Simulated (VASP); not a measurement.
InP:

```xyz
4
Lattice="2.8702 -3.0127 0.0000 2.8702 3.0127 0.0000 0.0000 0.0000 5.6305" Properties=species:S:1:pos:R:3 pbc="T T T"
In    2.8702    1.4901    2.8153
In    2.8702   -1.4901    2.8153
P     2.8702   -1.9660    0.0000
P     2.8702    1.9660    0.0000
```

The cell was generated, and may not be a known phase.

| Property | Result |
| --- | --- |
| Program | VASP 6.6.1 |
| Task | relaxation of cell and atoms |
| Functional | PBE |
| Potentials or basis | VASP PAW PBE potentials, release 64 (In_d, P) |
| Cutoff | 600 eV |
| k mesh | 12 × 12 × 8 |
| Occupations | gaussian, width 0.1 eV |
| Spin | no spin polarisation |

At the start: pressure 0.3 GPa; volume 24.34 Å³/atom.

Question: Where does the relaxation end?

Answer: Over 14 steps the energy falls by 5.3 meV/atom and the volume is 24.86 Å³/atom (+2.1 %); space group Cmmm (No. 65, to 0.1 Å) before and after.

The path:
```csv
step,energy change (eV),largest force (eV/Å),pressure (GPa),volume (Å³)
1,0.0000,0.0310,0.34,97.37
2,-0.0147,0.1450,-0.05,98.09
3,-0.0164,0.2293,-0.19,98.43
4,-0.0175,0.1500,0.50,98.25
5,-0.0191,0.0583,0.20,98.33
6,-0.0199,0.0328,0.11,98.74
7,-0.0203,0.0038,-0.07,99.42
8,-0.0208,0.0566,-0.15,99.56
9,-0.0208,0.0806,-0.19,99.62
10,-0.0212,0.0349,-0.06,99.51
11,-0.0212,0.0150,-0.01,99.46
12,-0.0212,0.0084,0.01,99.44
13,-0.0212,0.0124,0.00,99.45
14,-0.0212,0.0021,0.00,99.45
```

Final structure:
```yaml
crystal:
  lattice:
    - [2.95004, -3.04799, 0.00000]
    - [2.95004, 3.04799, 0.00000]
    - [0.00000, 0.00000, 5.53028]
  atoms:
    - { symbol: In, position: [0.25583, 0.74417, 0.50000] }
    - { symbol: In, position: [0.74417, 0.25583, 0.50000] }
    - { symbol: P, position: [0.82990, 0.17010, 0.00000] }
    - { symbol: P, position: [0.17010, 0.82990, 0.00000] }
```
